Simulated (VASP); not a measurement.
Input of a VASP 6.6.1 run:

INCAR

```
ALGO = Normal
EDIFF = 1E-6
ENCUT = 520
GGA = PE
ISIF = 2
ISMEAR = 0
LASPH = T
LCHARG = F
LREAL = F
LWAVE = F
NBANDS = 31
NELM = 80
PREC = Accurate
SIGMA = 0.1
```

Contents of KPOINTS:

```
k-points
0
Gamma
  4 4 4
```

Contents of POSCAR:

```
CaBiCl3
1.0
    5.0599693283      0.0000000000      0.0000000000
    0.0000000000      5.0599693283      0.0000000000
    0.0000000000      0.0000000000      5.0599693283
Ca Bi Cl
1 1 3
Direct
    0.0000000000      0.0000000000      0.0000000000
    0.5000000000      0.5000000000      0.5000000000
    0.0000000000      0.5000000000      0.5000000000
    0.5000000000      0.0000000000      0.5000000000
    0.5000000000      0.5000000000      0.0000000000
```

Potentials or basis: VASP PAW PBE potentials, release 64 (Ca_sv, Bi_d, Cl).

The run is started by

```bash
$ cat potpaw_PBE.64/Ca_sv/POTCAR potpaw_PBE.64/Bi_d/POTCAR potpaw_PBE.64/Cl/POTCAR > POTCAR
$ mpirun -np 1 vasp_std > vasp.out
```

Question: Predict the pressure.

Answer: 17.7 GPa.

Question: Predict the band gap on the k mesh.

Answer: Zero (bands 23 and 24 overlap by 1.22 eV).

Caveat: the cell stands under pressure; spin-orbit coupling is left out, which moves the levels of the heavy elements.
